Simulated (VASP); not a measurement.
# Ta2N (P1) in VASP: single point with PBE

Aim: the single point of Ta2N with PBE.

Everything below comes from runs of VASP 6.6.1. Logs are shortened: lines on timing, memory, paths and dates and some standing lists are left out, and cuts for length are marked.

## 1. The cell of the first run

The typed cell holds 3 atoms: a = 3.113 Å, b = 3.113 Å, c = 4.870 Å, α = 90.00°, β = 90.00°, γ = 120.00°.

## 2. Single point, PBE (one atom moved)

Input file INCAR:

```
ALGO = Normal
EDIFF = 1E-6
ENCUT = 520
GGA = PE
ISIF = 2
ISMEAR = 0
LASPH = True
LCHARG = True
LELF = True
LREAL = False
LVHAR = True
LWAVE = False
NBANDS = 20
NELM = 60
PREC = Accurate
SIGMA = 0.1
```

Input file KPOINTS:

```
k-points
0
Gamma
  15 15 8
```

Input file POSCAR:

```
Ta2N
1.0
    3.1128615060      0.0000000000      0.0000000000
   -1.5564307530      2.6958171426      0.0000000000
    0.0000000000      0.0000000000      4.8698410000
Ta N
2 1
Direct
    0.6666666667      0.3333333333      0.7452890000
    0.3815205076      0.6666666667      0.2547110000
    0.0000000000      0.0000000000      0.0000000000
```

Potentials or basis: VASP PAW PBE potentials, release 64 (Ta_pv, N).

Run with:

```bash
cat potpaw_PBE.64/Ta_pv/POTCAR potpaw_PBE.64/N/POTCAR > POTCAR
mpirun -np 1 vasp_std > vasp.out
```

OUTCAR:

```text
EDIFF = 1E-6
   ENCUT = 520
   GGA = PE
   ISIF = 2
   ISMEAR = 0
   LASPH = True
   LREAL = False
   NELM = 60
   PREC = Accurate

 ion  position               nearest neighbor table
   1  0.667  0.333  0.745-   3 2.18   3 2.18   3 2.18   2 2.91   2 2.99   2 2.99   2 3.07   2 3.07
                             2 3.14
   2  0.382  0.667  0.255-   3 2.08   3 2.19   3 2.29   1 2.91   1 2.99   1 2.99   1 3.07   1 3.07
                             1 3.14
   3  0.000  0.000  0.000-   2 2.08   1 2.18   1 2.18   1 2.18   2 2.19   2 2.29

  LATTYP: Found a hexagonal cell.
 ALAT       =     3.1128615060
 C/A-ratio  =     1.5644258476

  Lattice vectors:

 A1 = (   3.1128615060,   0.0000000000,   0.0000000000)
 A2 = (  -1.5564307530,   2.6958171426,   0.0000000000)
 A3 = (   0.0000000000,   0.0000000000,   4.8698410000)

Analysis of symmetry for initial positions (statically):
=====================================================================
 Subroutine PRICEL returns:
 Original cell was already a primitive cell.

 Routine SETGRP: Setting up the symmetry group for a
 hexagonal supercell.

 Subroutine GETGRP returns: Found  1 space group operations
 (whereof  1 operations were pure point group operations)
 out of a pool of 24 trial point group operations.

The static configuration has the point symmetry C_1 .

Analysis of symmetry for dynamics (positions and initial velocities):
=====================================================================
 Subroutine PRICEL returns:
 Original cell was already a primitive cell.

 Routine SETGRP: Setting up the symmetry group for a
 hexagonal supercell.

 Subroutine GETGRP returns: Found  1 space group operations
 (whereof  1 operations were pure point group operations)
 out of a pool of 24 trial point group operations.

The dynamic configuration has the point symmetry C_1 .

 Subroutine INISYM returns: Found  1 space group operations
 (whereof  1 operations are pure point group operations),
 and found     1 'primitive' translations

----------------------------------------------------------------------------------------

                                     Primitive cell

  volume of cell :      40.8663

  direct lattice vectors                    reciprocal lattice vectors
     3.112861506  0.000000000  0.000000000     0.321247829  0.185472520  0.000000000
    -1.556430753  2.695817143  0.000000000     0.000000000  0.370945041  0.000000000
     0.000000000  0.000000000  4.869841000     0.000000000  0.000000000  0.205345513

  length of vectors
     3.112861506  3.112861506  4.869841000     0.370945041  0.370945041  0.205345513

  position of ions in fractional coordinates (direct lattice)
     0.666666667  0.333333333  0.745289000
     0.381520508  0.666666667  0.254711000
     0.000000000  0.000000000  0.000000000

  ion indices of the primitive-cell ions
   primitive index   ion index
                 1           1
                 2           2
                 3           3

----------------------------------------------------------------------------------------

 KPOINTS: k-points

Automatic generation of k-mesh.
 Grid dimensions read from file:
 generate k-points for:   15   15    8

 Generating k-lattice:

  Cartesian coordinates                     Fractional coordinates (reciprocal lattice)
     0.021416522  0.012364835  0.000000000     0.066666667  0.000000000  0.000000000
     0.000000000  0.024729669  0.000000000     0.000000000  0.066666667  0.000000000
     0.000000000  0.000000000  0.025668189     0.000000000  0.000000000  0.125000000

  Length of vectors
     0.024729669  0.024729669  0.025668189

  Shift w.r.t. Gamma in fractional coordinates (k-lattice)
     0.000000000  0.000000000  0.000000000

 Subroutine IBZKPT returns following result:
 ===========================================

 Found    901 irreducible k-points:

 Following reciprocal coordinates:
            Coordinates               Weight
  0.000000  0.000000  0.000000      1.000000
  0.066667  0.000000  0.000000      2.000000
  0.000000  0.066667  0.000000      2.000000
 -0.066667  0.066667  0.000000      2.000000
  0.133333  0.000000  0.000000      2.000000
  0.000000  0.133333  0.000000      2.000000
[... 16 lines left out ...]
  0.066667  0.066667  0.000000      2.000000
 -0.066667  0.133333  0.000000      2.000000
 [... further k-points ...]
   k-points           NKPTS =    901   k-points in BZ     NKDIM =    901   number of bands    NBANDS=     20
   number of dos      NEDOS =    301   number of ions     NIONS =      3
   total plane-waves  NPLWV =  20736
   dimension x,y,z NGX =    24 NGY =   24 NGZ =   36
   dimension x,y,z NGXF=    48 NGYF=   48 NGZF=   72
   ions per type =               2   1
   NGX,Y,Z   is equivalent  to a cutoff of  12.82, 12.82, 12.29 a.u.
   NGXF,Y,Z  is equivalent  to a cutoff of  25.63, 25.63, 24.58 a.u.
 SYSTEM =  unknown system
   PREC   = accura    normal or accurate (medium, high low for compatibility)
   ISTART =      0    job   : 0-new  1-cont  2-samecut
   ICHARG =      2    charge: 1-file 2-atom 10-const
   ISPIN  =      1    spin polarized calculation?
   LNONCOLLINEAR =      F non collinear calculations
   LSORBIT =      F    spin-orbit coupling
   LASPH  =      T    aspherical Exc in radial PAW
   ENCUT  =  520.0 eV  38.22 Ry    6.18 a.u.   5.79  5.79  9.05*2*pi/ulx,y,z
   NELM   =     60;   NELMIN=  2; NELMDL= -5     # of ELM steps
   EDIFF  = 0.1E-05   stopping-criterion for ELM
   LREAL  =      F    real-space projection
   EDIFFG = 0.1E-04   stopping-criterion for IOM
   NSW    =      0    number of steps for IOM
   IBRION =     -1    ionic relax: 0-MD 1-quasi-New 2-CG
   NFREE  =      0    steps in history (QN), initial steepest desc. (CG)
   ISIF   =      2    stress and relaxation
   ISYM   =      2    0-nonsym 1-usesym 2-fastsym
   POTIM  = 0.5000    time-step for ionic-motion
   TEBEG  =    0.0;   TEEND  =   0.0 temperature during run
   PSTRESS=    0.0 pullay stress
   NELECT =      27.0000    total number of electrons
   NUPDOWN=      -1.0000    fix difference up-down
   EMIN   =  10.00;   EMAX   =-10.00  energy-range for DOS
   EFERMI =   0.00;   METHOD = LEGACY
   ISMEAR =     0;   SIGMA  =   0.10  broadening in eV -4-tet -1-fermi 0-gaus
   EFERMI_NEDOS =   21; number of points for ismear=-14 and -15
   IALGO  =     38    algorithm
   IMIX   =      4    mixing-type and parameters
     AMIX     =   0.40;   BMIX     =  1.00
     AMIX_MAG =   1.60;   BMIX_MAG =  1.00
  volume/ion in A,a.u.               =      13.62        91.93
  Fermi-wavevector in a.u.,A,eV,Ry     =   1.425852  2.694469 27.661374  2.033054
  Thomas-Fermi vector in A             =   2.546192
   LORBIT       =      0    0 simple, 1 ext, 2 COOP (PROOUT), +10 PAW based schemes
   GGA     = PE    functional components
   LHFCALC =     F    Hartree Fock is set to
   AEXX    =    0.0000 exact exchange contribution
   IVDW    =     0    specifies the selected vdW correction
   LEPSILON=     F    determine dielectric tensor
   LRPA    =     F    only Hartree local field effects (RPA)
 non-spin polarized calculation
 Gauss-broadening in eV      SIGMA  =   0.10
  energy-cutoff  :      520.00
  volume of cell :       40.87
 maximum number of plane-waves:      1112
   NGX = 11   NGY = 11   NGZ = 19

 number of electron      26.9999998 magnetization

 Free energy of the ion-electron system (eV)
  ---------------------------------------------------
  ext. energy  EPLUGINS =         0.00000000
  ---------------------------------------------------
  free energy    TOTEN  =       -34.31287302 eV

  energy without entropy =      -34.30658381  energy(sigma->0) =      -34.30972841

 E-fermi :   7.4458     XC(G=0): -12.8421

 val. band max:        7.4427335515   @ k =  -0.1333   0.3333   0.5000
 cond. band min:       7.4458630063   @ k =   0.0667   0.1333   0.0000
 fundamental gap:      0.0031294548
 Fermi energy:         7.4457535276

 k-point     1 :       0.0000    0.0000    0.0000
  band No.  band energies     occupation
      1     -28.2273      2.00000
      2     -27.5287      2.00000
      3     -27.4877      2.00000
      4     -27.4140      2.00000
      5     -27.3527      2.00000
      6     -27.2535      2.00000
[... 12 lines left out ...]
     19       9.0418      0.00000
     20      12.3280      0.00000

 k-point     2 :       0.0667    0.0000    0.0000
  band No.  band energies     occupation
      1     -28.2153      2.00000
      2     -27.5393      2.00000
      3     -27.5139      2.00000
      4     -27.4378      2.00000
      5     -27.3569      2.00000
      6     -27.2572      2.00000
[... 12 lines left out ...]
     19       9.3876      0.00000
     20      12.4034      0.00000

 k-point     3 :       0.0000    0.0667    0.0000
  band No.  band energies     occupation
      1     -28.2141      2.00000
      2     -27.5478      2.00000
      3     -27.5043      2.00000
      4     -27.4298      2.00000
      5     -27.3656      2.00000
      6     -27.2587      2.00000
[... 12 lines left out ...]
     19       9.4384      0.00000
     20      12.3404      0.00000

 k-point     4 :      -0.0667    0.0667    0.0000
  band No.  band energies     occupation
      1     -28.2132      2.00000
      2     -27.5530      2.00000
      3     -27.5003      2.00000
      4     -27.4173      2.00000
      5     -27.3764      2.00000
      6     -27.2598      2.00000
[... 12 lines left out ...]
     19       9.1536      0.00000
     20      12.2895      0.00000

 k-point     5 :       0.1333    0.0000    0.0000
  band No.  band energies     occupation
      1     -28.1809      2.00000
      2     -27.6016      2.00000
      3     -27.5554      2.00000
      4     -27.5044      2.00000
      5     -27.3678      2.00000
      6     -27.2683      2.00000
[... 12 lines left out ...]
     19      10.2033      0.00000
     20      12.4016      0.00000

 k-point     6 :       0.0000    0.1333    0.0000
  band No.  band energies     occupation
      1     -28.1757      2.00000
      2     -27.6139      2.00000
      3     -27.5390      2.00000
      4     -27.4895      2.00000
      5     -27.3857      2.00000
      6     -27.2745      2.00000
[... 12 lines left out ...]
     19      10.2435      0.00000
     20      12.2127      0.00000

 k-point     7 :      -0.1333    0.1333    0.0000
  band No.  band energies     occupation
      1     -28.1721      2.00000
      2     -27.6227      2.00000
      3     -27.5315      2.00000
      4     -27.4652      2.00000
      5     -27.4064      2.00000
      6     -27.2792      2.00000
[... 12 lines left out ...]
     19       9.8799      0.00000
     20      12.0860      0.00000
[... 277 lines left out ...]
 k-point    20 :       0.4667    0.0000    0.0000
  band No.  band energies     occupation
      1     -28.1407      2.00000
      2     -27.9213      2.00000
      3     -27.8859      2.00000
      4     -27.7012      2.00000
      5     -27.4438      2.00000
      6     -27.3963      2.00000
[... 12 lines left out ...]
     19      11.7827      0.00000
     20      12.1445      0.00000

 k-point    21 :       0.0000    0.4667    0.0000
  band No.  band energies     occupation
      1     -28.1208      2.00000
      2     -27.9225      2.00000
      3     -27.8152      2.00000
      4     -27.6952      2.00000
      5     -27.4799      2.00000
      6     -27.4563      2.00000
[... 12 lines left out ...]
     19      11.9291      0.00000
     20      12.2017      0.00000

 k-point    22 :      -0.4667    0.4667    0.0000
  band No.  band energies     occupation
      1     -28.1053      2.00000
      2     -27.9214      2.00000
      3     -27.7249      2.00000
      4     -27.6955      2.00000
      5     -27.5735      2.00000
      6     -27.4641      2.00000
[... 12 lines left out ...]
     19      11.8347      0.00000
     20      12.0658      0.00000

 k-point    23 :       0.0667    0.0667    0.0000
  band No.  band energies     occupation
      1     -28.1917      2.00000
      2     -27.5716      2.00000
      3     -27.5536      2.00000
      4     -27.4791      2.00000
      5     -27.3667      2.00000
      6     -27.2651      2.00000
[... 12 lines left out ...]
     19      10.1429      0.00000
     20      12.4166      0.00000

 k-point    24 :      -0.0667    0.1333    0.0000
  band No.  band energies     occupation
      1     -28.1854      2.00000
      2     -27.5973      2.00000
      3     -27.5272      2.00000
      4     -27.4334      2.00000
      5     -27.4109      2.00000
      6     -27.2728      2.00000
[... 12 lines left out ...]
     19       9.6328      0.00000
     20      12.1595      0.00000

 [... further k-points ...]
[... 5 lines left out ...]
  --------------------------------------------------------------------------------------
  -------------------------------------------------------------------------------------
  Total        0.1565618     -0.1925156      0.3585882      0.1480658     -0.2593878     -0.6798836
  in kB        6.1380642     -7.5476451     14.0585832      5.8049742    -10.1693938    -26.6550889
  external PRESSURE =       4.2163341 kB  Pullay stress =       0.0000000 kB

 VOLUME and BASIS-vectors are now :
 -----------------------------------------------------------------------------
  energy-cutoff  :      520.00
  volume of cell :       40.87
      direct lattice vectors                 reciprocal lattice vectors
     3.112861506  0.000000000  0.000000000     0.321247829  0.185472520  0.000000000
    -1.556430753  2.695817143  0.000000000     0.000000000  0.370945041  0.000000000
     0.000000000  0.000000000  4.869841000     0.000000000  0.000000000  0.205345513

 POSITION                                       TOTAL-FORCE (eV/Angst)
 -----------------------------------------------------------------------------------
      1.55643      0.89861      3.62944         0.003542     -0.026759     -0.079284
      0.15000      1.79721      1.24040        -0.997086     -0.171492      0.213807
      0.00000      0.00000      0.00000         0.993544      0.198250     -0.134522
 -----------------------------------------------------------------------------------
    total drift:                                0.000122     -0.000003      0.000098

  FREE ENERGIE OF THE ION-ELECTRON SYSTEM (eV)
  ---------------------------------------------------
  free  energy   TOTEN  =       -34.3128730170 eV

  energy  without entropy=      -34.3065838123  energy(sigma->0) =      -34.30972841
```

Run time: 13 min. Hardware: 1 thread of Oxide Virtual Turin-like, shared host; peak memory 0.66 GiB.

Results:

```yaml
Free_energy: -34.3129 eV
Pressure: 0.4 GPa
Largest_force: 1.034 eV/Å
```

Forces on the atoms (eV/Å):
```
Ta   0.004 -0.027 -0.079
Ta  -0.997 -0.171  0.214
N    0.994  0.198 -0.135
```

Levels at points of the mesh, in eV from the Fermi level:
```csv
k point,band 11,band 12,band 13,band 14,band 15,band 16
"(0.00, 0.00, 0.00)",-4.95,-0.94,-0.27,-0.15,0.02,0.45
"(0.00, 0.00, 0.50)",-2.86,-2.66,-1.14,-1.01,1.44,1.79
```

Caveat: the cell differs from its parent crystal (one atom moved); spin-orbit coupling is left out, which moves the levels of the heavy elements; forces of over 1 eV/Å act on the atoms, so gaps and moduli don't describe the material at rest.
